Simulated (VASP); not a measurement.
Crystal: CaS.

```
CELL_PARAMETERS angstrom
0.00000 2.84300 2.84300
2.84300 0.00000 2.84300
2.84300 2.84300 0.00000
ATOMIC_POSITIONS crystal
Ca 0.50000 0.50000 0.50000
S 0.00000 0.00000 0.00000
```

Base run:

| Property | Result |
| --- | --- |
| Program | VASP 6.6.1 |
| Functional | BLYP |
| Potentials or basis | VASP PAW PBE potentials, release 64 (Ca_sv, S) |
| Cutoff | 500 eV |
| k mesh | 8 × 8 × 8 |
| Occupations | gaussian, width 0.05 eV |
| Spin | no spin polarisation |

Its results: band gap on the k mesh 2.44 eV, indirect (least direct gap 3.23 eV); pressure 3.2 GPa.

Task: After a change of settings the same cell gave: band gap on the k mesh 2.79 eV, indirect (least direct gap 3.62 eV); pressure 0.6 GPa. Which change was it?
A. functional from BLYP to PBE
B. functional from BLYP to PBE; dispersion from none to D3(BJ)
C. functional from BLYP to revPBE
D. functional from BLYP to r2SCAN; cutoff from 500 eV to 550 eV

Result: D.

r2SCAN gives the wider gap, since meta-GGAs in the generalised Kohn-Sham scheme recover part of the derivative discontinuity.

Caveats: the PAW data sets were made with another functional, which shifts forces and pressure a little.
